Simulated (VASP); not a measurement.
# TiAl30 (a cell with a defect) in VASP: further runs

Runs on TiAl30 (a cell with a defect). Level: r2SCAN. Tasks: single point.

Program: VASP 6.6.1. These are calculated values, not measurements. Logs are shortened: lines on timing, memory, paths and dates and some standing lists are left out, and cuts for length are marked.

## 1. The cell of the first run

The cell holds a defect, 31 atoms: a = 8.100 Å, b = 8.100 Å, c = 8.100 Å, α = 90.00°, β = 90.00°, γ = 90.00°.

## 2. Single point, r2SCAN

Input file POSCAR:

```
TiAl30
1.0
    8.1000000000      0.0000000000      0.0000000000
    0.0000000000      8.1000000000      0.0000000000
    0.0000000000      0.0000000000      8.1000000000
Al Ti
30 1
Direct
    0.4970807407     -0.0002111111     -0.0005980247
    0.7531280247      0.2532454321     -0.0015122222
    0.7322977778     -0.0002208642      0.2548491358
    0.0017680247     -0.0001722222      0.0013513580
    0.2497655556      0.2468061728      0.0024681481
    0.4965817284      0.4997864198     -0.0060956790
    0.7531514815      0.7463825926     -0.0015323457
    0.5052479012      0.2654341975      0.2479048148
    0.7543785185      0.4997827160      0.2466482716
    0.7510727160      0.2517186420      0.5025100000
    0.7527329630     -0.0001735802      0.7524118519
    0.0014643210      0.4998274074      0.0014279012
    0.2497779012      0.7528125926      0.0024960494
    0.0026451852      0.2466337037      0.2496393827
    0.2450786420      0.4997874074      0.2449691358
    0.5053070370      0.7340701235      0.2478486420
   -0.0009361728     -0.0001923457      0.4972103704
    0.2477293827      0.2656779012      0.5053495062
    0.5043819753      0.4997814815      0.5042866667
    0.7510509877      0.7479093827      0.5025122222
    0.2547986420     -0.0001981481      0.7321976543
    0.5027601235      0.2514102469      0.7507893827
    0.7515048148      0.4998292593      0.7515100000
    0.0026517284      0.7529743210      0.2496587654
   -0.0061195062      0.4998132099      0.4962590123
    0.2477271605      0.7338827160      0.5053846914
   -0.0014508642      0.2537100000      0.7530270370
    0.2469659259      0.4998153086      0.7543772840
    0.5027674074      0.7482253086      0.7507785185
   -0.0014454321      0.7459358025      0.7530302469
    0.2782570370     -0.0003065432      0.2786890123
```

Input file INCAR.step1:

```
SYSTEM = TiAl30
PREC = Accurate
ENCUT = 520
ISMEAR = 0
SIGMA = 0.15
LREAL = Auto
LASPH = .TRUE.
NELM = 80
NBANDS = 72
GGA = PE
ALGO = Normal
EDIFF = 1E-4
LWAVE = .TRUE.
LCHARG = .FALSE.
```

Input file INCAR.step2:

```
SYSTEM = TiAl30
PREC = Accurate
ENCUT = 520
EDIFF = 1E-7
ISMEAR = 0
SIGMA = 0.15
LREAL = Auto
LASPH = .TRUE.
NELM = 80
ALGO = Normal
ISIF = 2
LWAVE = .FALSE.
LCHARG = .FALSE.
METAGGA = R2SCAN
LMIXTAU = .TRUE.
NBANDS = 72
ISTART = 1
```

Input file KPOINTS:

```
regular mesh
0
G
  2 2 2
  0 0 0
```

Potentials or basis: VASP PAW PBE potentials, release 64 (Al, Ti_sv).

Command:

```bash
cat potpaw_PBE.64/Al/POTCAR potpaw_PBE.64/Ti_sv/POTCAR > POTCAR
cp INCAR.step1 INCAR
mpirun -np 1 vasp_std > vasp.out
cp INCAR.step2 INCAR
mpirun -np 1 vasp_std > vasp.out
```

OUTCAR:

```text
SYSTEM = TiAl30
   PREC = Accurate
   ENCUT = 520
   EDIFF = 1E-7
   ISMEAR = 0
   LREAL = Auto
   LASPH = .TRUE.
   NELM = 80
   ISIF = 2
   METAGGA = R2SCAN
   ISTART = 1

 ion  position               nearest neighbor table
   1  0.497  1.000  0.999-   3 2.81  13 2.83   5 2.83  29 2.87  22 2.87  31 2.87  11 2.88   7 2.92
                             2 2.92  21 2.92   8 2.95  16 2.95
   2  0.753  0.253  0.998-  27 2.81  23 2.83   9 2.83  12 2.83   8 2.85  22 2.85  11 2.86  14 2.87
                             4 2.88   6 2.88   1 2.92   3 2.92
   3  0.732  1.000  0.255-   1 2.81   8 2.83  16 2.83  20 2.87  10 2.87  17 2.92   7 2.92   2 2.92
                            24 2.97  14 2.97   4 3.00
   4  0.002  1.000  0.001-   5 2.84  13 2.84  14 2.84  24 2.84  11 2.85   2 2.88   7 2.88  27 2.88
                            30 2.88  21 2.99   3 3.00
   5  0.250  0.247  0.002-  14 2.83   1 2.83   4 2.84  15 2.84   6 2.86  27 2.87  28 2.87  12 2.87
                             8 2.87  22 2.89  21 2.97  31 3.01
   6  0.497  0.500  0.994-  16 2.80   8 2.80  28 2.80  22 2.82  29 2.82  23 2.85   5 2.86  13 2.86
                            15 2.88   2 2.88   7 2.88   9 2.92
   7  0.753  0.746  0.998-  30 2.81  23 2.83   9 2.83  12 2.83  16 2.85  29 2.85  11 2.86  24 2.87
                             4 2.88   6 2.88   1 2.92   3 2.92
   8  0.505  0.265  0.248-   9 2.77   6 2.80  19 2.81   3 2.83  15 2.84  31 2.84   2 2.85  10 2.87
                             5 2.87   1 2.95  18 2.95
   9  0.754  0.500  0.247-  16 2.77   8 2.77  25 2.80  12 2.82   2 2.83   7 2.83  14 2.87  24 2.87
[... 31 lines left out ...]
  25  0.994  0.500  0.496-  26 2.80  18 2.80   9 2.80  10 2.81  20 2.81  23 2.85  24 2.86  14 2.86
                            15 2.88  27 2.88  30 2.88  28 2.93
  26  0.248  0.734  0.505-  28 2.77  25 2.80  19 2.81  21 2.83  15 2.84  31 2.84  30 2.85  29 2.87
                            24 2.87  17 2.95  16 2.95
  27  0.999  0.254  0.753-   2 2.81  23 2.82  28 2.83  12 2.83  18 2.85  10 2.85  11 2.86   5 2.87
                             4 2.88  25 2.88  17 2.92  21 2.93
  28  0.247  0.500  0.754-  26 2.77  18 2.77   6 2.80  12 2.82  27 2.83  30 2.83   5 2.87  13 2.87
                            22 2.89  29 2.89  19 2.91  25 2.93
  29  0.503  0.748  0.751-   6 2.82  19 2.83  20 2.84  23 2.85   7 2.85  21 2.87   1 2.87  26 2.87
                            11 2.87  28 2.89  13 2.89
  30  0.999  0.746  0.753-   7 2.81  23 2.82  12 2.83  28 2.83  26 2.85  20 2.85  11 2.86  13 2.87
                             4 2.88  25 2.88  17 2.92  21 2.93
  31  0.278  1.000  0.279-  26 2.84  18 2.84  16 2.84   8 2.84  17 2.87   1 2.87  24 3.01  14 3.01
                            13 3.01   5 3.01

  LATTYP: Found a simple cubic cell.
 ALAT       =     8.1000000000

  Lattice vectors:

 A1 = (   8.1000000000,   0.0000000000,   0.0000000000)
 A2 = (   0.0000000000,   8.1000000000,   0.0000000000)
 A3 = (   0.0000000000,   0.0000000000,   8.1000000000)

Analysis of symmetry for initial positions (statically):
=====================================================================
 Subroutine PRICEL returns:
 Original cell was already a primitive cell.

 Routine SETGRP: Setting up the symmetry group for a
 simple cubic supercell.

 Subroutine GETGRP returns: Found  1 space group operations
 (whereof  1 operations were pure point group operations)
 out of a pool of 48 trial point group operations.

The static configuration has the point symmetry C_1 .

Analysis of symmetry for dynamics (positions and initial velocities):
=====================================================================
 Subroutine PRICEL returns:
 Original cell was already a primitive cell.

 Routine SETGRP: Setting up the symmetry group for a
 simple cubic supercell.

 Subroutine GETGRP returns: Found  1 space group operations
 (whereof  1 operations were pure point group operations)
 out of a pool of 48 trial point group operations.

The dynamic configuration has the point symmetry C_1 .

 Subroutine INISYM returns: Found  1 space group operations
 (whereof  1 operations are pure point group operations),
 and found     1 'primitive' translations

----------------------------------------------------------------------------------------

                                     Primitive cell

  volume of cell :     531.4410

  direct lattice vectors                    reciprocal lattice vectors
     8.100000000  0.000000000  0.000000000     0.123456790  0.000000000  0.000000000
     0.000000000  8.100000000  0.000000000     0.000000000  0.123456790  0.000000000
     0.000000000  0.000000000  8.100000000     0.000000000  0.000000000  0.123456790

  length of vectors
     8.100000000  8.100000000  8.100000000     0.123456790  0.123456790  0.123456790

  position of ions in fractional coordinates (direct lattice)
     0.497080741  0.999788889  0.999401975
     0.753128025  0.253245432  0.998487778
[... 63 lines left out ...]
   NGXF,Y,Z  is equivalent  to a cutoff of  24.63, 24.63, 24.63 a.u.
 SYSTEM =  TiAl30
   PREC   = accura    normal or accurate (medium, high low for compatibility)
   ISTART =      1    job   : 0-new  1-cont  2-samecut
   ICHARG =      0    charge: 1-file 2-atom 10-const
   ISPIN  =      1    spin polarized calculation?
   LNONCOLLINEAR =      F non collinear calculations
   LSORBIT =      F    spin-orbit coupling
   LASPH  =      T    aspherical Exc in radial PAW
   ENCUT  =  520.0 eV  38.22 Ry    6.18 a.u.  15.06 15.06 15.06*2*pi/ulx,y,z
   NELM   =     80;   NELMIN=  2; NELMDL=  0     # of ELM steps
   EDIFF  = 0.1E-06   stopping-criterion for ELM
   LREAL  =      T    real-space projection
   EDIFFG = 0.1E-05   stopping-criterion for IOM
   NSW    =      0    number of steps for IOM
   IBRION =     -1    ionic relax: 0-MD 1-quasi-New 2-CG
   NFREE  =      0    steps in history (QN), initial steepest desc. (CG)
   ISIF   =      2    stress and relaxation
   ISYM   =      2    0-nonsym 1-usesym 2-fastsym
   POTIM  = 0.5000    time-step for ionic-motion
   TEBEG  =    0.0;   TEEND  =   0.0 temperature during run
   PSTRESS=    0.0 pullay stress
   NELECT =     102.0000    total number of electrons
   NUPDOWN=      -1.0000    fix difference up-down
   EMIN   =  10.00;   EMAX   =-10.00  energy-range for DOS
   EFERMI =   0.00;   METHOD = LEGACY
   ISMEAR =     0;   SIGMA  =   0.15  broadening in eV -4-tet -1-fermi 0-gaus
   EFERMI_NEDOS =   21; number of points for ismear=-14 and -15
   IALGO  =     38    algorithm
   IMIX   =      4    mixing-type and parameters
     AMIX     =   0.40;   BMIX     =  1.00
     AMIX_MAG =   1.60;   BMIX_MAG =  1.00
  volume/ion in A,a.u.               =      17.14       115.69
  Fermi-wavevector in a.u.,A,eV,Ry     =   0.944329  1.784523 12.133087  0.891757
  Thomas-Fermi vector in A             =   2.072123
   LORBIT       =      0    0 simple, 1 ext, 2 COOP (PROOUT), +10 PAW based schemes
   METAGGA = R2SCAN    functional components
   LHFCALC =     F    Hartree Fock is set to
   AEXX    =    0.0000 exact exchange contribution
   IVDW    =     0    specifies the selected vdW correction
   LEPSILON=     F    determine dielectric tensor
   LRPA    =     F    only Hartree local field effects (RPA)
 non-spin polarized calculation
 Gauss-broadening in eV      SIGMA  =   0.15
  energy-cutoff  :      520.00
  volume of cell :      531.44
 maximum number of plane-waves:     14400
   NGX = 31   NGY = 31   NGZ = 31

 number of electron     101.9999999 magnetization

 Free energy of the ion-electron system (eV)
  ---------------------------------------------------
  ext. energy  EPLUGINS =         0.00000000
  ---------------------------------------------------
  free energy    TOTEN  =      -214.15798868 eV

  energy without entropy =     -213.99363311  energy(sigma->0) =     -214.07581089

 E-fermi :   7.3716     XC(G=0): -10.7684

 val. band max:        7.3523489729   @ k =   0.0000   0.5000   0.5000
 cond. band min:       7.3785733116   @ k =   0.0000   0.0000   0.0000
 fundamental gap:      0.0262243387
 Fermi energy:         7.3715712283

 k-point     1 :       0.0000    0.0000    0.0000
  band No.  band energies     occupation
      1     -52.2463      2.00000
      2     -27.4862      2.00000
      3     -27.4447      2.00000
      4     -27.4418      2.00000
      5      -3.9618      2.00000
      6      -1.7215      2.00000
[... 517 lines left out ...]
     62       8.8262      0.00000
     63       9.3989      0.00000
 [bands above 63 left out]

------------------------ aborting loop because EDIFF is reached ----------------------------------------

  FORCE on cell =-STRESS in cart. coord.  units (eV):
  Direction    XX          YY          ZZ          XY          YZ          ZX
  --------------------------------------------------------------------------------------
  -------------------------------------------------------------------------------------
  Total      -14.4534229    -14.6066559    -14.4789275      0.0019316     -0.0026680      0.7229985
  in kB      -43.5738804    -44.0358439    -43.6507709      0.0058232     -0.0080436      2.1796809
  external PRESSURE =     -43.7534984 kB  Pullay stress =       0.0000000 kB

 VOLUME and BASIS-vectors are now :
 -----------------------------------------------------------------------------
  energy-cutoff  :      520.00
  volume of cell :      531.44
      direct lattice vectors                 reciprocal lattice vectors
     8.100000000  0.000000000  0.000000000     0.123456790  0.000000000  0.000000000
     0.000000000  8.100000000  0.000000000     0.000000000  0.123456790  0.000000000
     0.000000000  0.000000000  8.100000000     0.000000000  0.000000000  0.123456790

 POSITION                                       TOTAL-FORCE (eV/Angst)
 -----------------------------------------------------------------------------------
      4.02635      8.09829      8.09516         0.045461      0.000359     -0.071716
      6.10034      2.05129      8.08775         0.016068     -0.008103      0.044822
      5.93161      8.09821      2.06428         0.003422      0.000322     -0.002293
      0.01432      8.09861      0.01095         0.069318     -0.001496      0.073732
      2.02310      1.99913      0.01999         0.032235      0.015924      0.006590
      4.02231      4.04827      8.05063         0.022064     -0.000926      0.056678
[... 23 lines left out ...]
      8.08829      6.04208      6.09954         0.045410      0.017729      0.016240
      2.25388      8.09752      2.25738        -0.654904     -0.002457     -0.662934
 -----------------------------------------------------------------------------------
    total drift:                                0.027659      0.000960      0.026698

  FREE ENERGIE OF THE ION-ELECTRON SYSTEM (eV)
  ---------------------------------------------------
  free  energy   TOTEN  =      -214.1579886766 eV

  energy  without entropy=     -213.9936331082  energy(sigma->0) =     -214.07581089
```

It took 13 min on 1 thread of Intel Xeon 6975P-C (Granite Rapids), shared host; peak memory 0.62 GiB.

What came out:

| Item | Value |
| --- | --- |
| Free energy | -214.1580 eV |
| Pressure | -4.4 GPa |
| Largest force | 0.932 eV/Å |
| Band gap on the k mesh | zero (bands 51 and 52 overlap by 0.52 eV) |

Forces in eV/Å, atoms in the order of the input:
```
Al   0.045  0.000 -0.072
Al   0.016 -0.008  0.045
Al   0.003  0.000 -0.002
Al   0.069 -0.001  0.074
Al   0.032  0.016  0.007
Al   0.022 -0.001  0.057
Al   0.015  0.009  0.045
Al  -0.029 -0.093  0.067
Al  -0.028  0.001 -0.010
Al   0.038  0.043  0.043
Al   0.013  0.000  0.019
Al   0.028 -0.002  0.029
Al   0.032 -0.017  0.006
Al   0.002  0.021  0.032
Al   0.045  0.001  0.046
Al  -0.030  0.096  0.069
Al  -0.066  0.001  0.044
Al   0.071 -0.101 -0.032
Al  -0.003  0.001 -0.002
Al   0.037 -0.043  0.043
Al   0.000  0.000  0.001
Al   0.041  0.047  0.043
Al   0.046 -0.002  0.045
Al   0.002 -0.020  0.031
Al   0.059 -0.001  0.023
Al   0.071  0.102 -0.033
Al   0.045 -0.016  0.016
Al  -0.010 -0.001 -0.028
Al   0.041 -0.049  0.043
Al   0.045  0.018  0.016
Ti  -0.655 -0.002 -0.663
```

Stress tensor (GPa, compression positive):
```
-4.36  0.00  0.22
 0.00 -4.40  0.00
 0.22  0.00 -4.37
```

Levels at points of the mesh, in eV from the Fermi level:
```tsv
k point	band 49	band 50	band 51	band 52	band 53	band 54
(0.00, 0.00, 0.00)	-0.20	0.01	0.31	0.39	0.43	0.53
(0.50, 0.00, 0.00)	-0.20	-0.14	-0.09	-0.04	0.06	0.36
(0.00, 0.50, 0.00)	-0.22	-0.18	-0.17	-0.13	0.11	0.32
(0.00, 0.00, 0.50)	-0.20	-0.14	-0.09	-0.03	0.06	0.36
(0.50, 0.50, 0.00)	-0.26	-0.02	0.12	0.51	0.52	0.54
(0.00, 0.50, 0.50)	-0.26	-0.02	0.12	0.51	0.52	0.54
(0.50, 0.00, 0.50)	-0.16	0.02	0.16	0.35	0.46	0.62
(0.50, 0.50, 0.50)	-0.44	-0.41	-0.40	-0.21	-0.17	-0.15
```

Caveat: the k points lie up to 0.39 Å⁻¹ apart, too coarse for converged energies and pressures of a metal; the PAW data sets were made with another functional, which shifts forces and pressure a little.

## 3. Single point, r2SCAN

Input file POSCAR:

```
TiAl30
1.0
    8.1000000000      0.0000000000      0.0000000000
    0.0000000000      8.1000000000      0.0000000000
    0.0000000000      0.0000000000      8.1000000000
Al Ti
30 1
Direct
    0.4951124691     -0.0001982716      0.0052732099
    0.7536862963      0.2542159259     -0.0033161728
    0.7335198765     -0.0002048148      0.2562722222
   -0.0016855556     -0.0001135802     -0.0023471605
    0.2487909877      0.2457922222      0.0033690123
    0.4962824691      0.4998082716     -0.0084834568
    0.7537346914      0.7455283951     -0.0033550617
    0.5088859259      0.2727385185      0.2443116049
    0.7575286420      0.4998151852      0.2485037037
    0.7499930864      0.2489908642      0.5011074074
    0.7534285185     -0.0001211111      0.7528828395
    0.0010709877      0.4998866667      0.0011532099
    0.2488190123      0.7539679012      0.0034492593
    0.0040238272      0.2452967901      0.2486292593
    0.2432720988      0.4997969136      0.2431354321
    0.5090175309      0.7267667901      0.2441914815
    0.0046990123     -0.0001507407      0.4955050617
    0.2440080247      0.2733876543      0.5092083951
    0.5059549383      0.4997833333      0.5057564198
    0.7499359259      0.7507819753      0.5011169136
    0.2560217284     -0.0001627160      0.7335990123
    0.5014302469      0.2484656790      0.7493008642
    0.7499253086      0.4998918519      0.7500329630
    0.0040680247      0.7544502469      0.2486577778
   -0.0086640741      0.4998619753      0.4958718519
    0.2439793827      0.7262453086      0.5092685185
   -0.0033330864      0.2549167901      0.7535841975
    0.2488618519      0.4998818519      0.7577355556
    0.5014453086      0.7513128395      0.7492559259
   -0.0033334568      0.7448302469      0.7536045679
    0.3252176543     -0.0004412346      0.3266034568
```

Input file INCAR.step1:

```
PREC = Accurate
ENCUT = 520
ISMEAR = 0
SIGMA = 0.15
LREAL = Auto
LASPH = True
NELM = 60
NBANDS = 72
GGA = PE
ALGO = Normal
EDIFF = 1E-4
LWAVE = True
LCHARG = False
```

Input file INCAR.step2:

```
PREC = Accurate
ENCUT = 520
EDIFF = 1E-7
ISMEAR = 0
SIGMA = 0.15
LREAL = Auto
LASPH = True
NELM = 60
ALGO = Normal
ISIF = 2
LWAVE = False
LCHARG = False
METAGGA = R2SCAN
LMIXTAU = True
NBANDS = 72
ISTART = 1
```

Input file KPOINTS:

```
regular mesh
0
Gamma
  2 2 2
```

Potentials or basis: VASP PAW PBE potentials, release 64 (Al, Ti_sv).

Command:

```bash
cat potpaw_PBE.64/Al/POTCAR potpaw_PBE.64/Ti_sv/POTCAR > POTCAR
cp INCAR.step1 INCAR
mpirun -np 1 vasp_std > vasp.out
cp INCAR.step2 INCAR
mpirun -np 1 vasp_std > vasp.out
```

Run time: 14 min. Hardware: 1 thread of Intel Xeon 6975P-C (Granite Rapids), shared host; peak memory 0.63 GiB.

Results (log left out):

| Item | Value |
| --- | --- |
| Free energy | -213.4484 eV |
| Pressure | -4.1 GPa |
| Largest force | 1.208 eV/Å |
| Band gap on the k mesh | zero (bands 51 and 52 overlap by 0.67 eV) |

Forces on the atoms (eV/Å):
```
Al   0.073  0.002 -0.093
Al   0.022  0.002  0.040
Al  -0.056  0.000  0.010
Al   0.054 -0.001  0.058
Al   0.031 -0.008  0.058
Al  -0.004  0.001  0.037
Al   0.022 -0.003  0.041
Al   0.039 -0.031  0.080
Al   0.002  0.000 -0.035
Al   0.061  0.042  0.029
Al   0.017  0.000  0.026
Al   0.038 -0.001  0.039
Al   0.031  0.008  0.056
Al   0.047 -0.003  0.033
Al   0.036  0.002  0.035
Al   0.039  0.031  0.084
Al  -0.090 -0.001  0.072
Al   0.088 -0.044  0.034
Al  -0.001  0.003  0.001
Al   0.061 -0.045  0.030
Al   0.012 -0.001 -0.062
Al   0.028  0.050  0.068
Al   0.045  0.000  0.043
Al   0.047  0.002  0.033
Al   0.041  0.000 -0.004
Al   0.088  0.037  0.037
Al   0.040 -0.004  0.023
Al  -0.035 -0.001 -0.002
Al   0.029 -0.052  0.068
Al   0.040  0.004  0.023
Ti  -0.845  0.011 -0.863
```

Stress tensor (GPa, compression positive):
```
-4.45  0.00  0.09
 0.00 -3.42  0.00
 0.09  0.00 -4.45
```

Levels at points of the mesh, in eV from the Fermi level:
```tsv
k point	band 48	band 49	band 50	band 51	band 52	band 53	band 54	band 55
(0.00, 0.00, 0.00)	-0.39	-0.18	0.26	0.28	0.28	0.34	0.37	0.52
(0.50, 0.00, 0.00)	-0.36	-0.20	-0.19	-0.12	-0.06	0.06	0.28	0.29
(0.00, 0.50, 0.00)	-0.28	-0.25	-0.19	-0.13	-0.07	0.11	0.12	0.26
(0.00, 0.00, 0.50)	-0.37	-0.20	-0.19	-0.11	-0.06	0.06	0.28	0.30
(0.50, 0.50, 0.00)	-0.61	-0.43	-0.05	0.20	0.50	0.58	0.66	0.66
(0.00, 0.50, 0.50)	-0.61	-0.43	-0.05	0.21	0.50	0.57	0.65	0.66
(0.50, 0.00, 0.50)	-0.88	-0.17	-0.02	0.21	0.24	0.50	0.55	0.67
(0.50, 0.50, 0.50)	-0.48	-0.47	-0.44	-0.40	-0.39	-0.35	-0.17	-0.05
```

Caveat: the k points lie up to 0.39 Å⁻¹ apart, too coarse for converged energies and pressures of a metal; the PAW data sets were made with another functional, which shifts forces and pressure a little.

The gap in the log of VASP goes by the Fermi energy; the results here count the filled bands.